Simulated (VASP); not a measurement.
# CuAu: relaxation of cell and atoms with r2SCAN

CuAu:

```
CELL_PARAMETERS angstrom
2.81075 0.00000 0.00000
0.00000 2.81075 0.00000
0.00000 0.00000 3.68500
ATOMIC_POSITIONS crystal
Au 0.00000 0.00000 0.00000
Cu 0.50000 0.50000 0.50000
```

- Program: VASP 6.6.1
- Task: relaxation of cell and atoms
- Functional: r2SCAN
- Potentials or basis: VASP PAW PBE potentials, release 64 (Au, Cu)
- Cutoff: 600 eV
- k mesh: 9 × 9 × 7
- Occupations: fermi-dirac, width 0.05 eV
- Spin: no spin polarisation
- Target pressure: 10 GPa
- Dipole correction: no
- Further INCAR settings: ALGO = Normal; EDIFF = 1e-06; IBRION = 2; EDIFFG = -0.01; NSW = 60; ISIF = 3

| Item | Value |
| --- | --- |
| Relaxed volume | 13.79 Å³/atom |
| Relaxed cell | a = 2.778 Å, b = 2.778 Å, c = 3.573 Å, α = 90.00°, β = 90.00°, γ = 90.00° |
| Space group after relaxing (to 0.05 Å) | P4/mmm (No. 123) |
| Energy change on relaxing (the enthalpy is what falls) | +22.4 meV/atom |
| Ionic steps | 10 |
| Pressure after relaxing | 10.0 GPa |
| Band gap on the k mesh | zero (band 11 reaches 13.16 eV, above the bottom of band 12 at 7.21 eV) |

Step by step:
```tsv
step	energy change (eV)	largest force (eV/Å)	pressure (GPa)	volume (Å³)
1	0.0000	0.0000	-0.19	29.11
2	0.3218	0.0000	31.34	25.38
3	0.0414	0.0000	9.50	27.65
4	0.0451	0.0000	10.00	27.59
5	0.0469	0.0000	10.23	27.56
6	0.0467	0.0000	10.25	27.55
7	0.0485	0.0000	10.35	27.52
8	0.0475	0.0000	10.31	27.53
9	0.0395	0.0000	9.27	27.66
10	0.0448	0.0000	9.96	27.57
```

Final structure:
```
Au Cu
1.0
     2.77785    0.00000    0.00000
     0.00000    2.77785    0.00000
     0.00000    0.00000    3.57315
Au Cu
1 1
Direct
  0.00000 0.00000 0.00000
  0.50000 0.50000 0.50000
```

Levels at points of the mesh, in eV from the Fermi level:
| k point | band 7 | band 8 | band 9 | band 10 | band 11 | band 12 | band 13 | band 14 | band 15 |
| --- | --- | --- | --- | --- | --- | --- | --- | --- | --- |
| (0.00, 0.00, 0.00) | -3.14 | -2.41 | -1.92 | -1.66 | -1.66 | 2.44 | 9.31 | 10.49 | 10.49 |

It took 8.7 min on 1 thread of Intel(R) Xeon(R) 6975P-C (Granite Rapids) (shared host), peak memory 0.18 GiB.

Caveat: the cell is relaxed towards a set pressure, so the enthalpy falls and the energy may rise; the PAW data sets were made with another functional, which shifts forces and pressure a little; spin-orbit coupling is left out, which moves the levels of the heavy elements.
